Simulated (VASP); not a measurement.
# Zn: single point with LDA

The system is Zn.

```xyz
2
Lattice="2.5710 0.0000 0.0000 -1.2855 2.2265 0.0000 0.0000 0.0000 4.7362" Properties=species:S:1:pos:R:3 pbc="T T T"
Zn    0.0000    1.4844    1.1840
Zn    1.2855    0.7422    3.5521
```

| Item | Value |
| --- | --- |
| Program | VASP 6.6.1 |
| Task | single point |
| Functional | LDA |
| Potentials or basis | VASP PAW LDA potentials, release 64 (Zn) |
| Cutoff | 520 eV |
| k mesh | 14 × 14 × 7 |
| Occupations | gaussian, width 1 eV |
| Spin | no spin polarisation |

```json
{
 "Pressure": "1.6 GPa",
 "Band gap on the k mesh": "zero (band 12 reaches 5.21 eV, above the bottom of band 13 at 0.86 eV)"
}
```

Stress tensor (GPa, compression positive):
```
1.93 0.00 0.00
0.00 1.93 0.00
0.00 0.00 0.89
```

Levels at points of the mesh, in eV from the Fermi level:
```csv
k point,band 10,band 11,band 12,band 13,band 14,band 15
"(0.00, 0.00, 0.00)",-7.35,-7.35,-4.17,-2.90,14.89,18.68
"(0.50, 0.00, 0.00)",-7.12,-3.22,-2.29,2.92,3.66,4.79
```

Run time: 14 s on 1 thread of Intel(R) Xeon(R) 6975P-C (Granite Rapids) (shared host), peak memory 0.15 GiB.
